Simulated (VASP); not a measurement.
Here is a VASP 6.6.1 calculation.

Contents of INCAR:

```
SYSTEM = PtSe
ALGO = Normal ; EDIFF = 1E-6
ENCUT = 520 ; GGA = PS
ISIF = 2 ; ISMEAR = -1
LASPH = .TRUE. ; LCHARG = .FALSE.
LREAL = .FALSE. ; LWAVE = .FALSE.
NBANDS = 15 ; NELM = 60
PREC = Accurate ; SIGMA = 0.1
```

Contents of KPOINTS:

```
k-points
0
G
  13 13 13
  0 0 0
```

File POSCAR:

```
PtSe
1.0
    0.0000000000      2.5839119082      2.5839119082
    2.5839119082      0.0000000000      2.5839119082
    2.5839119082      2.5839119082      0.0000000000
Pt Se
1 1
Direct
    0.0000000000      0.0000000000      0.0000000000
    0.2500000000      0.2500000000      0.2500000000
```

Potentials or basis: VASP PAW PBE potentials, release 64 (Pt, Se).

Launch:

```sh
$ cat potpaw_PBE.64/Pt/POTCAR potpaw_PBE.64/Se/POTCAR > POTCAR
$ mpirun -np 1 vasp_std > vasp.out
```

Question: Estimate the pressure.

Answer: 52.6 GPa.

Question: What does it give for the band gap on the k mesh?

Answer: Zero (band 8 reaches 12.46 eV, above the bottom of band 9 at 6.92 eV).

Caveat: the PAW data sets were made with another functional, which shifts forces and pressure a little; spin-orbit coupling is left out, which moves the levels of the heavy elements.
